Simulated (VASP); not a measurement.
Write the native input for VASP 6.6.1 that does the following.

```yaml
Task: single point
Functional: PBE
Potentials_or_basis: VASP PAW PBE potentials, release 64 (Ni)
Cutoff: 520 eV
k_mesh: 15 × 15 × 15
Occupations: fermi-dirac, width 0.05 eV
Spin: collinear spin, ferromagnetic start
Starting_moments: "[0.575] μB"
Dipole_correction: no
Further_INCAR_settings: ALGO = Normal; EDIFF = 1e-06; NBANDS = 15
```

The structure of Ni lies in POSCAR:

```
Ni
1.0
    2.2645040563      0.0000000000      0.0000000000
    0.0000000000      2.2645040563      0.0000000000
    0.0000000000      0.0000000000      2.2645040563
Ni
1
Direct
    0.0000000000      0.0000000000      0.0000000000
```

This isn't the form of Ni at room conditions, which is fcc.

One way to write it, as run:

INCAR

```
SYSTEM = Ni
PREC = Accurate ; ENCUT = 520
EDIFF = 1E-6 ; ISMEAR = -1
SIGMA = 0.05 ; LREAL = .False.
LASPH = .True. ; NELM = 150
ALGO = Normal ; ISIF = 2
LWAVE = .False. ; LCHARG = .False.
ISPIN = 2 ; MAGMOM = 0.575
LORBIT = 11 ; LMAXMIX = 4
GGA = PE ; NBANDS = 15
```

KPOINTS

```
Automatic mesh
0
Gamma
  15 15 15
  0 0 0
```

Potentials or basis: VASP PAW PBE potentials, release 64 (Ni).

The run is started by

```sh
$ cat potpaw_PBE.64/Ni/POTCAR > POTCAR
$ mpirun -np 1 vasp_std > vasp.out
```

It gave:

| Property | Result |
| --- | --- |
| Pressure | 14.1 GPa |
| Net moment | 0.41 μB per cell |
| Site moments | Ni +0.41 μB |
| Valence electrons inside the program's atomic spheres | Ni 9.38 |

Caveat: the cell stands under pressure.

Wall time 37 s on 1 thread of Intel Xeon 8259CL, on a shared host, peak memory 0.15 GiB.
